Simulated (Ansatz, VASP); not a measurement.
**One calculation of Si, two programs**

File INCAR:

```
PREC     = Accurate       # precision mode
ENCUT    = 520            # plane-wave cutoff, eV
EDIFF    = 1E-6           # SCF threshold, eV
ISMEAR   = -1             # smearing method
SIGMA    = 0.05           # smearing width, eV
LREAL    = F              # projectors in reciprocal space
LASPH    = T              # aspherical terms in the spheres
NELM     = 80             # most SCF steps
ALGO     = Normal         # electronic algorithm
ISIF     = 2              # what is computed and relaxed
LWAVE    = F              # write WAVECAR
LCHARG   = F              # write CHGCAR
GGA      = PS             # functional
NBANDS   = 11             # bands
```

Contents of KPOINTS:

```
regular mesh
0
Gamma
  15 15 8
```

POSCAR

```
Si
1.0
    2.7249406484      0.0000000000      0.0000000000
   -1.3624703242      2.3598678253      0.0000000000
    0.0000000000      0.0000000000      4.6327345904
Si
2
Direct
    0.3333333333      0.6666666667      0.2500000000
    0.6666666667      0.3333333333      0.7500000000
```

Input for Ansatz:

```yaml
crystal:
  lattice:
    - [2.7249406484, 0.0, 0.0]
    - [-1.3624703242, 2.3598678253, 0.0]
    - [0.0, 0.0, 4.6327345904]
  atoms:
    - { symbol: Si, position: [0.3333333333, 0.6666666667, 0.25] }
    - { symbol: Si, position: [0.6666666667, 0.3333333333, 0.75] }
kpoints:
  mp_grid: { grid: [15, 15, 8] }
scf:
  occupations: { method: fermi_dirac, width: 0.05 }
hamiltonian:
  xc: pbesol
  pseudopotentials: { kind: all_electron, lapw: { basis_error: 0.001 } }
output:
  forces: true
  stress: true
  eigenvalues: true
```

Change from the starting cell: functional pbesol, volume scaled by 1.04.

Alike in both runs: task single point; functional PBEsol; k mesh 15 × 15 × 8; occupations fermi-dirac, width 0.05 eV; no spin polarisation.

|  | VASP | Ansatz |
| --- | --- | --- |
| version | VASP 6.6.1 | Ansatz 0.2.0 |
| potentials or method | VASP PAW PBE potentials, release 64 (Si), cutoff 520 eV | all-electron LAPW, scalar-relativistic |

Ansatz gave:

* pressure (GPa): -5.4
* traceless stress, the component that is largest in VASP (GPa): 0.42

Problem. Which values does VASP return?

Solution. Pressure (GPa): -5.3; traceless stress, the component that is largest in VASP (GPa): 0.41.

VASP's potentials were made for PBE, not for PBEsol. Ansatz ran all-electron here, and VASP with PAW potentials.
